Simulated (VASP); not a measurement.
The system is Ru.

```
Ru
1.0
     2.70580    0.00000    0.00000
    -1.35290    2.34329    0.00000
     0.00000    0.00000    4.28190
Ru
2
Direct
  0.33333 0.66667 0.25000
  0.66667 0.33333 0.75000
```

Base run:

- Program: VASP 6.6.1
- Functional: PBE
- Potentials or basis: VASP PAW PBE potentials, release 64 (Ru_pv)
- Cutoff: 500 eV
- k mesh: 12 × 12 × 7
- Occupations: methfessel-paxton, width 0.15 eV
- Spin: no spin polarisation

Its results: band gap on the k mesh zero (band 14 reaches 14.26 eV, above the bottom of band 15 at 11.30 eV); pressure 4.3 GPa.

The run is repeated on the same cell with these changes: k mesh from 12 × 12 × 7 to 4 × 4 × 3. What comes out?

Band gap on the k mesh zero (band 14 reaches 14.51 eV, above the bottom of band 15 at 11.44 eV); pressure 3.8 GPa.

Caveats: some runs use coarse meshes.
